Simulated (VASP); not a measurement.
# BN (P4_2/mnm) in VASP: a series of runs

Runs on BN. Level: PBE. Tasks: single point.

Program: VASP 6.6.1. These are calculated values, not measurements. Logs are shortened: lines on timing, memory, paths and dates and some standing lists are left out, and cuts for length are marked.

**1. The cell of the first run**

Symmetry: P4_2/mnm, No. 136, tetragonal system. The conventional cell has a = 4.323 Å, b = 4.323 Å, c = 2.779 Å, α = 90.00°, β = 90.00°, γ = 90.00°. Within 2.1 Å of B (site symmetry m2m) lie 4 N at 1.56 to 1.63 Å. N (site symmetry m2m) has 4 B at 1.56 to 1.63 Å within 2.1 Å.

**2. Single point, PBE**

Contents of INCAR:

```
ALGO = Normal
EDIFF = 1E-7
ENCUT = 520
GGA = PE
ISIF = 2
ISMEAR = 0
LASPH = T
LCHARG = F
LREAL = F
LWAVE = F
NBANDS = 26
NELM = 60
PREC = Accurate
SIGMA = 0.05
```

Contents of KPOINTS:

```
k-points
0
Gamma
  6 6 10
```

Contents of POSCAR:

```
BN
1.0
    4.3232000000      0.0000000000      0.0000000000
    0.0000000000      4.3232000000      0.0000000000
    0.0000000000      0.0000000000      2.7786000000
B N
4 4
Direct
    0.1742811368      0.8257188632      0.5000000000
    0.3257188632      0.3257188632      0.0000000000
    0.6742811368      0.6742811368      0.0000000000
    0.8257188632      0.1742811368      0.5000000000
    0.8126115048      0.8126115048      0.5000000000
    0.3126115048      0.6873884952      0.0000000000
    0.6873884952      0.3126115048      0.0000000000
    0.1873884952      0.1873884952      0.5000000000
```

Potentials or basis: VASP PAW PBE potentials, release 64 (B, N).

The run is started by

```console
$ cat potpaw_PBE.64/B/POTCAR potpaw_PBE.64/N/POTCAR > POTCAR
$ mpirun -np 1 vasp_std > vasp.out
```

OUTCAR:

```text
EDIFF = 1E-7
   ENCUT = 520
   GGA = PE
   ISIF = 2
   ISMEAR = 0
   LASPH = T
   LREAL = F
   NELM = 60
   PREC = Accurate

 ion  position               nearest neighbor table
   1  0.174  0.826  0.500-   5 1.56   8 1.56   6 1.63   6 1.63   4 2.13
   2  0.326  0.326  0.000-   6 1.56   7 1.56   8 1.63   8 1.63   3 2.13
   3  0.674  0.674  0.000-   6 1.56   7 1.56   5 1.63   5 1.63   2 2.13
   4  0.826  0.174  0.500-   5 1.56   8 1.56   7 1.63   7 1.63   1 2.13
   5  0.813  0.813  0.500-   1 1.56   4 1.56   3 1.63   3 1.63
   6  0.313  0.687  0.000-   2 1.56   3 1.56   1 1.63   1 1.63
   7  0.687  0.313  0.000-   2 1.56   3 1.56   4 1.63   4 1.63
   8  0.187  0.187  0.500-   1 1.56   4 1.56   2 1.63   2 1.63

  LATTYP: Found a simple tetragonal cell.
 ALAT       =     4.3232000000
 C/A-ratio  =     0.6427183568

  Lattice vectors:

 A1 = (   4.3232000000,   0.0000000000,   0.0000000000)
 A2 = (   0.0000000000,   4.3232000000,   0.0000000000)
 A3 = (   0.0000000000,   0.0000000000,   2.7786000000)

Analysis of symmetry for initial positions (statically):
=====================================================================
 Subroutine PRICEL returns:
 Original cell was already a primitive cell.

 Routine SETGRP: Setting up the symmetry group for a
 simple tetragonal supercell.

 Subroutine GETGRP returns: Found 16 space group operations
 (whereof  8 operations were pure point group operations)
 out of a pool of 16 trial point group operations.

The static configuration has the point symmetry D_2h.
 The point group associated with its full space group is D_4h.

Analysis of symmetry for dynamics (positions and initial velocities):
=====================================================================
 Subroutine PRICEL returns:
 Original cell was already a primitive cell.

 Routine SETGRP: Setting up the symmetry group for a
 simple tetragonal supercell.

 Subroutine GETGRP returns: Found 16 space group operations
 (whereof  8 operations were pure point group operations)
 out of a pool of 16 trial point group operations.

The dynamic configuration has the point symmetry D_2h.
 The point group associated with its full space group is D_4h.

 Subroutine INISYM returns: Found 16 space group operations
 (whereof  8 operations are pure point group operations),
 and found     1 'primitive' translations

----------------------------------------------------------------------------------------

                                     Primitive cell

  volume of cell :      51.9322

  direct lattice vectors                    reciprocal lattice vectors
     4.323200000  0.000000000  0.000000000     0.231310141  0.000000000  0.000000000
     0.000000000  4.323200000  0.000000000     0.000000000  0.231310141  0.000000000
     0.000000000  0.000000000  2.778600000     0.000000000  0.000000000  0.359893472

  length of vectors
     4.323200000  4.323200000  2.778600000     0.231310141  0.231310141  0.359893472

  position of ions in fractional coordinates (direct lattice)
     0.174281137  0.825718863  0.500000000
     0.325718863  0.325718863  0.000000000
     0.674281137  0.674281137  0.000000000
     0.825718863  0.174281137  0.500000000
     0.812611505  0.812611505  0.500000000
     0.312611505  0.687388495  0.000000000
     0.687388495  0.312611505  0.000000000
     0.187388495  0.187388495  0.500000000

  ion indices of the primitive-cell ions
   primitive index   ion index
                 1           1
                 2           2
                 3           3
                 4           4
                 5           5
                 6           6
                 7           7
                 8           8

----------------------------------------------------------------------------------------

 KPOINTS: k-points

Automatic generation of k-mesh.
 Grid dimensions read from file:
 generate k-points for:    6    6   10

 Generating k-lattice:

  Cartesian coordinates                     Fractional coordinates (reciprocal lattice)
     0.038551690  0.000000000  0.000000000     0.166666667  0.000000000  0.000000000
     0.000000000  0.038551690  0.000000000     0.000000000  0.166666667  0.000000000
     0.000000000  0.000000000  0.035989347     0.000000000  0.000000000  0.100000000

  Length of vectors
     0.038551690  0.038551690  0.035989347

  Shift w.r.t. Gamma in fractional coordinates (k-lattice)
     0.000000000  0.000000000  0.000000000

 Subroutine IBZKPT returns following result:
 ===========================================

 Found     60 irreducible k-points:

 Following reciprocal coordinates:
            Coordinates               Weight
  0.000000  0.000000  0.000000      1.000000
  0.166667  0.000000  0.000000      4.000000
  0.333333  0.000000  0.000000      4.000000
  0.500000  0.000000  0.000000      2.000000
  0.166667  0.166667  0.000000      4.000000
  0.333333  0.166667  0.000000      8.000000
[... 16 lines left out ...]
[... 34 lines left out ...]
   EMIN   =  10.00;   EMAX   =-10.00  energy-range for DOS
   EFERMI =   0.00;   METHOD = LEGACY
   ISMEAR =     0;   SIGMA  =   0.05  broadening in eV -4-tet -1-fermi 0-gaus
   EFERMI_NEDOS =   21; number of points for ismear=-14 and -15
   IALGO  =     38    algorithm
   IMIX   =      4    mixing-type and parameters
     AMIX     =   0.40;   BMIX     =  1.00
     AMIX_MAG =   1.60;   BMIX_MAG =  1.00
  volume/ion in A,a.u.               =       6.49        43.81
  Fermi-wavevector in a.u.,A,eV,Ry     =   1.393090  2.632559 26.404834  1.940701
  Thomas-Fermi vector in A             =   2.516770
   LORBIT       =      0    0 simple, 1 ext, 2 COOP (PROOUT), +10 PAW based schemes
   GGA     = PE    functional components
   LHFCALC =     F    Hartree Fock is set to
   AEXX    =    0.0000 exact exchange contribution
   IVDW    =     0    specifies the selected vdW correction
   LEPSILON=     F    determine dielectric tensor
   LRPA    =     F    only Hartree local field effects (RPA)
 non-spin polarized calculation
 Gauss-broadening in eV      SIGMA  =   0.05
  energy-cutoff  :      520.00
  volume of cell :       51.93
 maximum number of plane-waves:      1432
   NGX = 17   NGY = 17   NGZ = 11

 number of electron      32.0000004 magnetization

 Free energy of the ion-electron system (eV)
  ---------------------------------------------------
  ext. energy  EPLUGINS =         0.00000000
  ---------------------------------------------------
  free energy    TOTEN  =       -67.94751528 eV

  energy without entropy =      -67.94751528  energy(sigma->0) =      -67.94751528

 E-fermi :   6.7924     XC(G=0): -12.2702

 val. band max:        6.5688156600   @ k =   0.0000   0.0000   0.0000
 cond. band min:      10.8058936351   @ k =   0.0000   0.0000   0.0000
 fundamental gap:      4.2370779751
 Fermi energy:         6.7923774901

 k-point     1 :       0.0000    0.0000    0.0000
  band No.  band energies     occupation
      1     -13.2705      2.00000
      2      -9.2217      2.00000
      3      -8.8749      2.00000
      4      -8.8749      2.00000
      5      -2.3275      2.00000
      6      -2.2543      2.00000
[... 18 lines left out ...]
     25      17.2359      0.00000
     26      17.9638      0.00000

 k-point     2 :       0.1667    0.0000    0.0000
  band No.  band energies     occupation
      1     -13.1218      2.00000
      2     -10.0241      2.00000
      3      -8.7922      2.00000
      4      -8.3904      2.00000
      5      -2.6473      2.00000
      6      -1.7963      2.00000
[... 18 lines left out ...]
     25      17.5174      0.00000
     26      17.9294      0.00000

 k-point     3 :       0.3333    0.0000    0.0000
  band No.  band energies     occupation
      1     -12.6824      2.00000
      2     -11.0532      2.00000
      3      -8.5720      2.00000
      4      -8.1849      2.00000
      5      -2.9766      2.00000
      6      -2.0785      2.00000
[... 572 lines left out ...]
 k-point    23 :       0.3333    0.0000    0.2000
  band No.  band energies     occupation
      1     -12.2038      2.00000
      2     -10.6688      2.00000
      3      -8.3081      2.00000
      4      -8.0850      2.00000
      5      -2.5269      2.00000
      6      -1.8783      2.00000
[... 18 lines left out ...]
     25      17.4188      0.00000
     26      17.4299      0.00000

 k-point    24 :       0.5000    0.0000    0.2000
  band No.  band energies     occupation
      1     -11.5304      2.00000
      2     -11.5304      2.00000
      3      -8.1369      2.00000
      4      -8.1369      2.00000
      5      -2.4169      2.00000
      6      -2.4169      2.00000
[... 18 lines left out ...]
     25      17.2420      0.00000
     26      17.2420      0.00000

 [... further k-points ...]
[... 5 lines left out ...]
  --------------------------------------------------------------------------------------
  -------------------------------------------------------------------------------------
  Total        4.4432071      4.4432071    -20.6641523      0.0000000      0.0000000      0.0000000
  in kB      137.0788503    137.0788503   -637.5165885      0.0000000      0.0000000      0.0000000
  external PRESSURE =    -121.1196293 kB  Pullay stress =       0.0000000 kB

 VOLUME and BASIS-vectors are now :
 -----------------------------------------------------------------------------
  energy-cutoff  :      520.00
  volume of cell :       51.93
      direct lattice vectors                 reciprocal lattice vectors
     4.323200000  0.000000000  0.000000000     0.231310141  0.000000000  0.000000000
     0.000000000  4.323200000  0.000000000     0.000000000  0.231310141  0.000000000
     0.000000000  0.000000000  2.778600000     0.000000000  0.000000000  0.359893472

 POSITION                                       TOTAL-FORCE (eV/Angst)
 -----------------------------------------------------------------------------------
      0.75345      3.56975      1.38930         0.094318     -0.094318      0.000000
      1.40815      1.40815      0.00000        -0.094318     -0.094318      0.000000
      2.91505      2.91505      0.00000         0.094318      0.094318     -0.000000
      3.56975      0.75345      1.38930        -0.094318      0.094318     -0.000000
      3.51308      3.51308      1.38930        -0.606477     -0.606477      0.000000
      1.35148      2.97172      0.00000        -0.606477      0.606477     -0.000000
      2.97172      1.35148      0.00000         0.606477     -0.606477      0.000000
      0.81012      0.81012      1.38930         0.606477      0.606477     -0.000000
 -----------------------------------------------------------------------------------
    total drift:                                0.000000      0.000000     -0.000000

  FREE ENERGIE OF THE ION-ELECTRON SYSTEM (eV)
  ---------------------------------------------------
  free  energy   TOTEN  =       -67.9475152796 eV

  energy  without entropy=      -67.9475152796  energy(sigma->0) =      -67.94751528
```

Run time: 26 s. Hardware: 1 thread of Intel Xeon Platinum 8559C (Emerald Rapids), shared host; peak memory 0.19 GiB.

What came out:

```yaml
Free_energy: -67.9475 eV
Pressure: -12.1 GPa
Largest_force: 0.858 eV/Å
Band_gap_on_the_k_mesh: 4.24 eV, direct
```

Forces on the atoms (eV/Å):
```
B    0.094 -0.094  0.000
B   -0.094 -0.094  0.000
B    0.094  0.094  0.000
B   -0.094  0.094  0.000
N   -0.606 -0.606  0.000
N   -0.606  0.606  0.000
N    0.606 -0.606  0.000
N    0.606  0.606  0.000
```

Levels at points of the mesh, in eV from the valence-band top:
```tsv
k point	band 13	band 14	band 15	band 16	band 17	band 18	band 19	band 20
(0.00, 0.00, 0.00)	-0.99	-0.77	0.00	0.00	4.24	5.81	7.47	7.47
(0.50, 0.00, 0.00)	-1.93	-1.93	-1.49	-1.49	5.56	5.56	7.50	7.50
(0.50, 0.50, 0.00)	-3.21	-3.21	-1.94	-1.94	6.06	6.06	6.63	6.63
(0.00, 0.00, 0.50)	-3.88	-3.88	-3.47	-3.47	6.30	6.30	10.49	10.49
(0.50, 0.00, 0.50)	-3.80	-3.80	-1.71	-1.71	6.90	6.90	8.84	8.84
(0.50, 0.50, 0.50)	-3.13	-3.13	-2.28	-2.28	6.26	6.26	7.25	7.25
```

**3. Single point, PBE**

This run uses another cell than the first one, of 6.52 Å³/atom, 1.004 times its volume.

Contents of INCAR:

```
PREC     = Accurate       # precision mode
ENCUT    = 520            # plane-wave cutoff, eV
EDIFF    = 1E-7           # SCF threshold, eV
ISMEAR   = 0              # smearing method
SIGMA    = 0.05           # smearing width, eV
LREAL    = False          # projectors in reciprocal space
LASPH    = True           # aspherical terms in the spheres
NELM     = 100            # most SCF steps
ALGO     = Normal         # electronic algorithm
ISIF     = 2              # what is computed and relaxed
LWAVE    = False          # write WAVECAR
LCHARG   = True           # write CHGCAR
GGA      = PE             # functional
LELF     = True           # ELF
LVHAR    = True         
NBANDS   = 26             # bands
```

Contents of KPOINTS:

```
regular mesh
0
Gamma
  6 6 10
```

Changes to POSCAR since step 2:

```diff
@@ -2,5 +2,5 @@
 1.0
-    4.3232000000      0.0000000000      0.0000000000
-    0.0000000000      4.3232000000      0.0000000000
-    0.0000000000      0.0000000000      2.7786000000
+    4.5222000000      0.0000000000      0.0000000000
+    0.0000000000      4.5222000000      0.0000000000
+    0.0000000000      0.0000000000      2.5491935092
 B N
```

Potentials or basis: VASP PAW PBE potentials, release 64 (B, N).

The run is started by

```console
$ cat potpaw_PBE.64/B/POTCAR potpaw_PBE.64/N/POTCAR > POTCAR
$ mpirun -np 1 vasp_std > vasp.out
```

Run time: 32 s. Hardware: 1 thread of Intel Xeon Platinum 8559C (Emerald Rapids), shared host; peak memory 0.19 GiB.

It converged, with:

- Free energy: -68.8585 eV
- Pressure: -13.4 GPa
- Largest force: 0.224 eV/Å
- Band gap on the k mesh: 4.87 eV, indirect (least direct gap 5.93 eV)

Forces on the atoms (eV/Å):
```
B    0.018 -0.018  0.000
B   -0.018 -0.018  0.000
B    0.018  0.018  0.000
B   -0.018  0.018  0.000
N    0.158  0.158  0.000
N    0.158 -0.158  0.000
N   -0.158  0.158  0.000
N   -0.158 -0.158  0.000
```

Stress tensor (GPa, compression positive):
```
-18.58   0.00   0.00
  0.00 -18.58   0.00
  0.00   0.00  -3.15
```

Levels at points of the mesh, in eV from the valence-band top:
```
           k point  band 14  band 15  band 16  band 17  band 18  band 19
(0.00, 0.00, 0.00)    -0.06     0.00     0.00     7.50     7.80     7.91
(0.50, 0.00, 0.00)    -1.18    -1.16    -1.16     7.98     7.98     8.26
(0.50, 0.50, 0.00)    -2.63    -2.11    -2.11     7.28     7.28     8.49
(0.00, 0.00, 0.50)    -3.97    -3.12    -3.12     6.53     6.53     9.86
(0.50, 0.00, 0.50)    -3.26    -2.13    -2.13     6.67     6.67     8.67
(0.50, 0.50, 0.50)    -2.69    -2.34    -2.34     6.12     6.12     6.67
```

A k mesh can miss the band edges. As with any semilocal functional, this PBE gap is likely too small.

**4. Single point, PBE**

This run uses another cell than the first one, of 6.51 Å³/atom, 1.003 times its volume.

Contents of INCAR:

```
SYSTEM = BN
PREC = Accurate
ENCUT = 520
EDIFF = 1E-7
ISMEAR = 0
SIGMA = 0.05
LREAL = .FALSE.
LASPH = .TRUE.
NELM = 100
ALGO = Normal
ISIF = 2
LWAVE = .FALSE.
LCHARG = .TRUE.
GGA = PE
LELF = .TRUE.
LVHAR = .TRUE.
NBANDS = 26
```

Contents of KPOINTS:

```
Automatic mesh
0
G
  6 6 10
  0 0 0
```

Changes to POSCAR since step 3:

```diff
@@ -2,5 +2,5 @@
 1.0
-    4.5222000000      0.0000000000      0.0000000000
-    0.0000000000      4.5222000000      0.0000000000
-    0.0000000000      0.0000000000      2.5491935092
+    4.3895000000      0.0000000000      0.0000000000
+    0.0000000000      4.3895000000      0.0000000000
+    0.0000000000      0.0000000000      2.7021000000
 B N
```

The run is started by

```console
$ cat potpaw_PBE.64/B/POTCAR potpaw_PBE.64/N/POTCAR > POTCAR
$ mpirun -np 1 vasp_std > vasp.out
```

It took 35 s on 1 thread of Intel Xeon Platinum 8559C (Emerald Rapids), shared host; peak memory 0.19 GiB.

Results (log left out):

* Free energy: -68.5290 eV
* Pressure: -14.2 GPa
* Largest force: 0.423 eV/Å
* Band gap on the k mesh: 4.75 eV, indirect (least direct gap 5.20 eV)

Forces on the atoms (eV/Å):
```
B    0.041 -0.041  0.000
B   -0.041 -0.041  0.000
B    0.041  0.041  0.000
B   -0.041  0.041  0.000
N   -0.299 -0.299  0.000
N   -0.299  0.299  0.000
N    0.299 -0.299  0.000
N    0.299  0.299  0.000
```

Stress tensor (GPa, compression positive):
```
  2.20   0.00   0.00
  0.00   2.20   0.00
  0.00   0.00 -46.89
```

Levels at points of the mesh, in eV from the valence-band top:
```
           k point  band 13  band 14  band 15  band 16  band 17  band 18  band 19  band 20
(0.00, 0.00, 0.00)    -0.69    -0.66     0.00     0.00     5.20     6.38     8.20     8.28
(0.50, 0.00, 0.00)    -1.77    -1.77    -1.37    -1.37     6.38     6.38     7.90     7.90
(0.50, 0.50, 0.00)    -2.92    -2.92    -2.18    -2.18     6.82     6.82     7.19     7.19
(0.00, 0.00, 0.50)    -3.95    -3.95    -3.40    -3.40     6.38     6.38    10.23    10.23
(0.50, 0.00, 0.50)    -3.68    -3.68    -1.90    -1.90     6.77     6.77     8.77     8.77
(0.50, 0.50, 0.50)    -3.12    -3.12    -2.35    -2.35     6.15     6.15     7.03     7.03
```

A k mesh can miss the band edges.

**5. Single point, PBE**

This run uses another cell than the first one, of 6.52 Å³/atom, 1.004 times its volume.

Contents of INCAR:

```
SYSTEM = BN
ALGO = Normal
EDIFF = 1E-7
ENCUT = 520
GGA = PE
ISIF = 2
ISMEAR = 0
LASPH = .TRUE.
LCHARG = .TRUE.
LELF = .TRUE.
LREAL = .FALSE.
LVHAR = .TRUE.
LWAVE = .FALSE.
NBANDS = 26
NELM = 60
PREC = Accurate
SIGMA = 0.05
```

Contents of KPOINTS:

```
k-points
0
G
  6 6 10
  0 0 0
```

Changes to POSCAR since step 4:

```diff
@@ -2,5 +2,5 @@
 1.0
-    4.3895000000      0.0000000000      0.0000000000
-    0.0000000000      4.3895000000      0.0000000000
-    0.0000000000      0.0000000000      2.7021000000
+    4.4559000000      0.0000000000      0.0000000000
+    0.0000000000      4.4559000000      0.0000000000
+    0.0000000000      0.0000000000      2.6257000000
 B N
```

The run is started by

```console
$ cat potpaw_PBE.64/B/POTCAR potpaw_PBE.64/N/POTCAR > POTCAR
$ mpirun -np 1 vasp_std > vasp.out
```

Wall time 34 s (1 thread of Intel Xeon Platinum 8559C (Emerald Rapids), shared host); peak memory 0.19 GiB.

Results (log left out):

```
Free energy            : -68.8431 eV
Pressure               : -14.6 GPa
Largest force          : 0.068 eV/Å
Band gap on the k mesh : 4.80 eV, indirect (least direct gap 5.81 eV)
```

Forces in eV/Å, atoms in the order of the input:
```
B    0.018 -0.018  0.000
B   -0.018 -0.018  0.000
B    0.018  0.018  0.000
B   -0.018  0.018  0.000
N   -0.048 -0.048  0.000
N   -0.048  0.048  0.000
N    0.048 -0.048  0.000
N    0.048  0.048  0.000
```

Stress tensor (GPa, compression positive):
```
 -8.57   0.00   0.00
  0.00  -8.57   0.00
  0.00   0.00 -26.77
```

Levels at points of the mesh, in eV from the valence-band top:
| k point | band 12 | band 13 | band 14 | band 15 | band 16 | band 17 | band 18 | band 19 | band 20 | band 21 |
| --- | --- | --- | --- | --- | --- | --- | --- | --- | --- | --- |
| (0.00, 0.00, 0.00) | -2.39 | -0.53 | -0.35 | 0.00 | 0.00 | 6.29 | 7.04 | 8.43 | 8.46 | 8.46 |
| (0.50, 0.00, 0.00) | -3.24 | -1.52 | -1.52 | -1.26 | -1.26 | 7.31 | 7.31 | 8.19 | 8.19 | 8.79 |
| (0.50, 0.50, 0.00) | -3.18 | -2.56 | -2.56 | -2.42 | -2.42 | 7.33 | 7.33 | 7.64 | 7.64 | 8.33 |
| (0.00, 0.00, 0.50) | -4.81 | -3.98 | -3.98 | -3.29 | -3.29 | 6.46 | 6.46 | 10.02 | 10.02 | 11.25 |
| (0.50, 0.00, 0.50) | -4.44 | -3.50 | -3.50 | -2.05 | -2.05 | 6.69 | 6.69 | 8.71 | 8.71 | 9.04 |
| (0.50, 0.50, 0.50) | -3.33 | -2.93 | -2.93 | -2.37 | -2.37 | 6.11 | 6.11 | 6.83 | 6.83 | 8.32 |

A k mesh can miss the band edges. PBE gaps usually lie below the measured ones, often by a third to a half.

**6. Summary**

```tsv
cell	gap on the mesh (eV)	pressure (GPa)	largest force (eV/Å)
a = 4.323, b = 4.323, c = 2.779 Å, 8 atoms	4.24	-12.1	0.86
a = 4.522, b = 4.522, c = 2.549 Å, 8 atoms	4.87	-13.4	0.22
a = 4.389, b = 4.389, c = 2.702 Å, 8 atoms	4.75	-14.2	0.42
a = 4.456, b = 4.456, c = 2.626 Å, 8 atoms	4.80	-14.6	0.07
```

Alike in all rows: task single point; level PBE; potentials or basis VASP PAW PBE potentials, release 64 (B, N); no spin polarisation; k mesh 6 × 6 × 10; cutoff (eV) 520; smearing gaussian 0.05 eV.

Absolute energies hang on the potentials; compare differences alone.
